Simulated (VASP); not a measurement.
Ag: single point with PBE

Ag:

```
CELL_PARAMETERS angstrom
-1.65167 1.65167 1.65167
1.65167 -1.65167 1.65167
1.65167 1.65167 -1.65167
ATOMIC_POSITIONS crystal
Ag 0.00000 0.00000 0.00000
```

```yaml
Program: VASP 6.6.1
Task: single point
Functional: PBE
Potentials_or_basis: VASP PAW PBE potentials, release 64 (Ag)
Cutoff: 500 eV
k_mesh: 14 × 14 × 14
Occupations: fermi-dirac, width 0.1 eV
Spin: no spin polarisation
```

* Pressure: -0.1 GPa

Levels at points of the mesh, in eV from the Fermi level:
| k point | band 1 | band 2 | band 3 | band 4 | band 5 | band 6 | band 7 | band 8 | band 9 | band 10 |
| --- | --- | --- | --- | --- | --- | --- | --- | --- | --- | --- |
| (0.00, 0.00, 0.00) | -7.40 | -4.76 | -4.76 | -4.76 | -3.54 | -3.54 | 17.74 | 17.74 | 17.74 | 23.21 |
| (0.50, 0.00, 0.00) | -6.11 | -5.47 | -3.60 | -3.44 | -2.63 | 0.03 | 3.81 | 13.11 | 13.97 | 19.29 |
| (0.50, 0.50, 0.50) | -6.06 | -6.06 | -2.85 | -2.85 | -2.85 | 6.72 | 6.72 | 6.72 | 12.04 | 13.01 |

It took 13 s on 1 thread of Intel Xeon 8259CL (shared host), peak memory 0.15 GiB.
